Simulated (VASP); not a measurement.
Set up this calculation in VASP 6.6.1, as the native input.

```yaml
Task: single point
Functional: revPBE
Potentials_or_basis: VASP PAW PBE potentials, release 64 (Co)
Cutoff: 520 eV
k_mesh: 25 × 25 × 25
Occupations: fermi-dirac, width 0.1 eV
Spin: no spin polarisation
Dipole_correction: no
Further_INCAR_settings: ALGO = Normal; EDIFF = 1e-07; NBANDS = 10
```

The structure of Co lies in POSCAR:

```
Co
1.0
    0.0000000000      1.7388167297      1.7388167297
    1.7388167297      0.0000000000      1.7388167297
    1.7388167297      1.7388167297      0.0000000000
Co
1
Direct
    0.0000000000      0.0000000000      0.0000000000
```

These files were run (other wordings do the same):

INCAR

```
PREC = Accurate ; ENCUT = 520
EDIFF = 1E-7 ; ISMEAR = -1
SIGMA = 0.1 ; LREAL = F
LASPH = T ; NELM = 80
ALGO = Normal ; ISIF = 2
LWAVE = F ; LCHARG = F
GGA = RE ; NBANDS = 10
```

KPOINTS

```
Automatic mesh
0
Gamma
  25 25 25
```

Potentials or basis: VASP PAW PBE potentials, release 64 (Co).

Run with:

```console
$ cat potpaw_PBE.64/Co/POTCAR > POTCAR
$ mpirun -np 1 vasp_std > vasp.out
```

It gave:

```
Pressure : -0.6 GPa
```

Caveat: the PAW data sets were made with another functional, which shifts forces and pressure a little; the run has no spin polarisation, though such a crystal can be magnetic.

It took 71 s on 1 thread of Intel Xeon 8259CL, with other jobs on the host, peak memory 0.13 GiB.
